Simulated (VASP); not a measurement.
# MgC2 in VASP: notebook

The runs below take MgC2 through single point, with PBE, LDA, r2SCAN.

Everything below comes from runs of VASP 6.6.1. Logs are shortened: lines on timing, memory, paths and dates and some standing lists are left out, and cuts for length are marked.

## Step 1: The cell of the first run

It takes space group P4_2/mnm (No. 136, tetragonal). The conventional cell has a = 3.951 Å, b = 3.951 Å, c = 4.788 Å, α = 90.00°, β = 90.00°, γ = 90.00°. Within 2.9 Å of Mg (site symmetry mmm) lie 10 C at 2.17 to 2.86 Å. Within 1.7 Å of C (site symmetry m2m) lie 1 C at 1.26 Å.

## Step 2: Single point, PBE

Input file INCAR:

```
  ALGO = Normal
  EDIFF = 1E-6
  ENCUT = 750
  GGA = PE
  GGA_COMPAT = F
  ISIF = 2
  ISMEAR = -1
  LASPH = T
  LCHARG = T
  LELF = T
  LREAL = F
  LVHAR = T
  LWAVE = F
  NBANDS = 27
  NELM = 120
  PREC = Accurate
  SIGMA = 0.05
```

Input file KPOINTS:

```
k-points
0
Gamma
  5 5 5
```

Input file POSCAR:

```
MgC2
1.0
    3.9507770000      0.0000000000      0.0000000000
    0.0000000000      3.9507770000      0.0000000000
    0.0000000000      0.0000000000      4.7876054400
Mg C
2 4
Direct
    0.0000000000      0.0000000000      0.5000000000
    0.5000000000      0.5000000000      0.0000000000
    0.3876550000      0.6123450000      0.5000000000
    0.1123450000      0.1123450000      0.0000000000
    0.6123450000      0.3876550000      0.5000000000
    0.8876550000      0.8876550000      0.0000000000
```

Potentials or basis: VASP PAW PBE potentials, release 64 (Mg_sv, C).

Launch:

```sh
cat potpaw_PBE.64/Mg_sv/POTCAR potpaw_PBE.64/C/POTCAR > POTCAR
mpirun -np 1 vasp_std > vasp.out
```

OUTCAR:

```text
EDIFF = 1E-6
   ENCUT = 750
   GGA = PE
   ISIF = 2
   ISMEAR = -1
   LASPH = T
   LREAL = F
   NELM = 120
   PREC = Accurate

 ion  position               nearest neighbor table
   1  0.000  0.000  0.500-   3 2.17   5 2.17
   2  0.500  0.500  0.000-   4 2.17   6 2.17
   3  0.388  0.612  0.500-   5 1.26   1 2.17
   4  0.112  0.112  0.000-   6 1.26   2 2.17
   5  0.612  0.388  0.500-   3 1.26   1 2.17
   6  0.888  0.888  0.000-   4 1.26   2 2.17

  LATTYP: Found a simple tetragonal cell.
 ALAT       =     3.9507770000
 C/A-ratio  =     1.2118136356

  Lattice vectors:

 A1 = (   3.9507770000,   0.0000000000,   0.0000000000)
 A2 = (   0.0000000000,   3.9507770000,   0.0000000000)
 A3 = (   0.0000000000,   0.0000000000,   4.7876054400)

Analysis of symmetry for initial positions (statically):
=====================================================================
 Subroutine PRICEL returns:
 Original cell was already a primitive cell.

 Routine SETGRP: Setting up the symmetry group for a
 simple tetragonal supercell.

 Subroutine GETGRP returns: Found 16 space group operations
 (whereof  8 operations were pure point group operations)
 out of a pool of 16 trial point group operations.

The static configuration has the point symmetry D_2h.
 The point group associated with its full space group is D_4h.

Analysis of symmetry for dynamics (positions and initial velocities):
=====================================================================
 Subroutine PRICEL returns:
 Original cell was already a primitive cell.

 Routine SETGRP: Setting up the symmetry group for a
 simple tetragonal supercell.

 Subroutine GETGRP returns: Found 16 space group operations
 (whereof  8 operations were pure point group operations)
 out of a pool of 16 trial point group operations.

The dynamic configuration has the point symmetry D_2h.
 The point group associated with its full space group is D_4h.

 Subroutine INISYM returns: Found 16 space group operations
 (whereof  8 operations are pure point group operations),
 and found     1 'primitive' translations

----------------------------------------------------------------------------------------

                                     Primitive cell

  volume of cell :      74.7280

  direct lattice vectors                    reciprocal lattice vectors
     3.950777000  0.000000000  0.000000000     0.253114767  0.000000000  0.000000000
     0.000000000  3.950777000  0.000000000     0.000000000  0.253114767  0.000000000
     0.000000000  0.000000000  4.787605440     0.000000000  0.000000000  0.208872684

  length of vectors
     3.950777000  3.950777000  4.787605440     0.253114767  0.253114767  0.208872684

  position of ions in fractional coordinates (direct lattice)
     0.000000000  0.000000000  0.500000000
     0.500000000  0.500000000  0.000000000
     0.387655000  0.612345000  0.500000000
     0.112345000  0.112345000  0.000000000
     0.612345000  0.387655000  0.500000000
     0.887655000  0.887655000  0.000000000

  ion indices of the primitive-cell ions
   primitive index   ion index
                 1           1
                 2           2
                 3           3
                 4           4
                 5           5
                 6           6

----------------------------------------------------------------------------------------

 KPOINTS: k-points

Automatic generation of k-mesh.
 Grid dimensions read from file:
 generate k-points for:    5    5    5

 Generating k-lattice:

  Cartesian coordinates                     Fractional coordinates (reciprocal lattice)
     0.050622953  0.000000000  0.000000000     0.200000000  0.000000000  0.000000000
     0.000000000  0.050622953  0.000000000     0.000000000  0.200000000  0.000000000
     0.000000000  0.000000000  0.041774537     0.000000000  0.000000000  0.200000000

  Length of vectors
     0.050622953  0.050622953  0.041774537

  Shift w.r.t. Gamma in fractional coordinates (k-lattice)
     0.000000000  0.000000000  0.000000000

 Subroutine IBZKPT returns following result:
 ===========================================

 Found     18 irreducible k-points:

 Following reciprocal coordinates:
            Coordinates               Weight
  0.000000  0.000000  0.000000      1.000000
  0.200000  0.000000  0.000000      4.000000
  0.400000  0.000000  0.000000      4.000000
  0.200000  0.200000  0.000000      4.000000
  0.400000  0.200000  0.000000      8.000000
  0.400000  0.400000  0.000000      4.000000
[... 10 lines left out ...]
  0.400000  0.200000  0.400000     16.000000
  0.400000  0.400000  0.400000      8.000000
   k-points           NKPTS =     18   k-points in BZ     NKDIM =     18   number of bands    NBANDS=     27
   number of dos      NEDOS =    301   number of ions     NIONS =      6
   total plane-waves  NPLWV =  62208
   dimension x,y,z NGX =    36 NGY =   36 NGZ =   48
   dimension x,y,z NGXF=    72 NGYF=   72 NGZF=   96
   ions per type =               2   4
   NGX,Y,Z   is equivalent  to a cutoff of  15.15, 15.15, 16.67 a.u.
   NGXF,Y,Z  is equivalent  to a cutoff of  30.30, 30.30, 33.34 a.u.
 SYSTEM =  unknown system
   PREC   = accura    normal or accurate (medium, high low for compatibility)
   ISTART =      0    job   : 0-new  1-cont  2-samecut
   ICHARG =      2    charge: 1-file 2-atom 10-const
   ISPIN  =      1    spin polarized calculation?
   LNONCOLLINEAR =      F non collinear calculations
   LSORBIT =      F    spin-orbit coupling
   LASPH  =      T    aspherical Exc in radial PAW
   ENCUT  =  750.0 eV  55.12 Ry    7.42 a.u.   8.82  8.82 10.69*2*pi/ulx,y,z
   NELM   =    120;   NELMIN=  2; NELMDL= -5     # of ELM steps
   EDIFF  = 0.1E-05   stopping-criterion for ELM
   LREAL  =      F    real-space projection
   EDIFFG = 0.1E-04   stopping-criterion for IOM
   NSW    =      0    number of steps for IOM
   IBRION =     -1    ionic relax: 0-MD 1-quasi-New 2-CG
   NFREE  =      0    steps in history (QN), initial steepest desc. (CG)
   ISIF   =      2    stress and relaxation
   ISYM   =      2    0-nonsym 1-usesym 2-fastsym
   POTIM  = 0.5000    time-step for ionic-motion
   TEBEG  =    0.0;   TEEND  =   0.0 temperature during run
   PSTRESS=    0.0 pullay stress
   NELECT =      36.0000    total number of electrons
   NUPDOWN=      -1.0000    fix difference up-down
   EMIN   =  10.00;   EMAX   =-10.00  energy-range for DOS
   EFERMI =   0.00;   METHOD = LEGACY
   ISMEAR =    -1;   SIGMA  =   0.05  broadening in eV -4-tet -1-fermi 0-gaus
   EFERMI_NEDOS =   21; number of points for ismear=-14 and -15
   IALGO  =     38    algorithm
   IMIX   =      4    mixing-type and parameters
     AMIX     =   0.40;   BMIX     =  1.00
     AMIX_MAG =   1.60;   BMIX_MAG =  1.00
  volume/ion in A,a.u.               =      12.45        84.05
  Fermi-wavevector in a.u.,A,eV,Ry     =   1.283358  2.425195 22.408906  1.647008
  Thomas-Fermi vector in A             =   2.415616
   LORBIT       =      0    0 simple, 1 ext, 2 COOP (PROOUT), +10 PAW based schemes
   GGA     = PE    functional components
   LHFCALC =     F    Hartree Fock is set to
   AEXX    =    0.0000 exact exchange contribution
   IVDW    =     0    specifies the selected vdW correction
   LEPSILON=     F    determine dielectric tensor
   LRPA    =     F    only Hartree local field effects (RPA)
 non-spin polarized calculation
  energy-cutoff  :      750.00
  volume of cell :       74.73
 maximum number of plane-waves:      3528
 NGX is ok and might be reduce to    36
   NGX = 17   NGY = 17   NGZ = 21

 number of electron      36.0000005 magnetization

 Free energy of the ion-electron system (eV)
  ---------------------------------------------------
  ext. energy  EPLUGINS =         0.00000000
  ---------------------------------------------------
  free energy    TOTEN  =       -37.35609646 eV

  energy without entropy =      -37.35609646  energy(sigma->0) =      -37.35609646

 E-fermi :   2.3384     XC(G=0):  -9.8379

 val. band max:        1.1921424063   @ k =   0.4000   0.4000   0.4000
 cond. band min:       3.6369646583   @ k =   0.0000   0.0000   0.0000
 fundamental gap:      2.4448222520
 Fermi energy:         2.3383737868

 k-point     1 :       0.0000    0.0000    0.0000
  band No.  band energies     occupation
      1     -72.1758      2.00000
      2     -72.1755      2.00000
      3     -39.0010      2.00000
      4     -39.0010      2.00000
      5     -38.9611      2.00000
      6     -38.9556      2.00000
[... 19 lines left out ...]
     26      12.3182      0.00000
     27      13.4373      0.00000

 k-point     2 :       0.2000    0.0000    0.0000
  band No.  band energies     occupation
      1     -72.1758      2.00000
      2     -72.1755      2.00000
      3     -39.0012      2.00000
      4     -39.0011      2.00000
      5     -38.9604      2.00000
      6     -38.9562      2.00000
[... 19 lines left out ...]
     26      11.6648      0.00000
     27      12.8189      0.00000

 k-point     3 :       0.4000    0.0000    0.0000
  band No.  band energies     occupation
      1     -72.1757      2.00000
      2     -72.1755      2.00000
      3     -39.0016      2.00000
      4     -39.0015      2.00000
      5     -38.9591      2.00000
      6     -38.9574      2.00000
[... 19 lines left out ...]
     26      11.5643      0.00000
     27      12.3363      0.00000

 k-point     4 :       0.2000    0.2000    0.0000
  band No.  band energies     occupation
      1     -72.1758      2.00000
      2     -72.1754      2.00000
      3     -39.0014      2.00000
      4     -39.0013      2.00000
      5     -38.9599      2.00000
      6     -38.9566      2.00000
[... 19 lines left out ...]
     26      12.5266      0.00000
     27      13.2100      0.00000
[... 336 lines left out ...]
      4     -39.0014      2.00000
      5     -38.9588      2.00000
      6     -38.9579      2.00000
[... 19 lines left out ...]
     26      12.1571      0.00000
     27      13.0623      0.00000

 k-point    17 :       0.4000    0.2000    0.4000
  band No.  band energies     occupation
      1     -72.1756      2.00000
      2     -72.1756      2.00000
      3     -39.0018      2.00000
      4     -39.0017      2.00000
      5     -38.9586      2.00000
      6     -38.9581      2.00000
[... 19 lines left out ...]
     26      12.2422      0.00000
     27      13.2920      0.00000

 k-point    18 :       0.4000    0.4000    0.4000
  band No.  band energies     occupation
      1     -72.1756      2.00000
      2     -72.1756      2.00000
      3     -39.0021      2.00000
      4     -39.0020      2.00000
      5     -38.9583      2.00000
      6     -38.9582      2.00000
[... 19 lines left out ...]
     26      12.5677      0.00000
     27      12.6551      0.00000

------------------------ aborting loop because EDIFF is reached ----------------------------------------

  FORCE on cell =-STRESS in cart. coord.  units (eV):
  Direction    XX          YY          ZZ          XY          YZ          ZX
  --------------------------------------------------------------------------------------
  -------------------------------------------------------------------------------------
  Total        0.3440005      0.3440005      2.1538967     -0.0000000      0.0000000      0.0000000
  in kB        7.3754122      7.3754122     46.1798011     -0.0000000      0.0000000      0.0000000
  external PRESSURE =      20.3102085 kB  Pullay stress =       0.0000000 kB

 VOLUME and BASIS-vectors are now :
 -----------------------------------------------------------------------------
  energy-cutoff  :      750.00
  volume of cell :       74.73
      direct lattice vectors                 reciprocal lattice vectors
     3.950777000  0.000000000  0.000000000     0.253114767  0.000000000  0.000000000
     0.000000000  3.950777000  0.000000000     0.000000000  0.253114767  0.000000000
     0.000000000  0.000000000  4.787605440     0.000000000  0.000000000  0.208872684

 POSITION                                       TOTAL-FORCE (eV/Angst)
 -----------------------------------------------------------------------------------
      0.00000      0.00000      2.39380         0.000000      0.000000      0.000000
      1.97539      1.97539      0.00000         0.000000      0.000000      0.000000
      1.53154      2.41924      2.39380         0.077497     -0.077497      0.000000
      0.44385      0.44385      0.00000        -0.077497     -0.077497     -0.000000
      2.41924      1.53154      2.39380        -0.077497      0.077497      0.000000
      3.50693      3.50693      0.00000         0.077497      0.077497      0.000000
 -----------------------------------------------------------------------------------
    total drift:                                0.000000      0.000000      0.000000

  FREE ENERGIE OF THE ION-ELECTRON SYSTEM (eV)
  ---------------------------------------------------
  free  energy   TOTEN  =       -37.3560964638 eV

  energy  without entropy=      -37.3560964638  energy(sigma->0) =      -37.35609646
```

Wall time 45 s (1 thread of Intel Xeon Platinum 8488C (Sapphire Rapids), shared host); peak memory 0.24 GiB.

Results:

| Property | Result |
| --- | --- |
| Free energy | -37.3561 eV |
| Pressure | 2.0 GPa |
| Largest force | 0.110 eV/Å |
| Band gap on the k mesh | 2.44 eV (least direct gap 2.77 eV) |

Forces on the atoms (eV/Å):
```
Mg   0.000  0.000  0.000
Mg   0.000  0.000  0.000
C    0.077 -0.077  0.000
C   -0.077 -0.077  0.000
C   -0.077  0.077  0.000
C    0.077  0.077  0.000
```

Stress tensor (GPa, compression positive):
```
0.74 0.00 0.00
0.00 0.74 0.00
0.00 0.00 4.62
```

Caveat: an odd mesh through Γ misses points on the zone boundary, where band edges can lie.

[end of part 1 of 2]
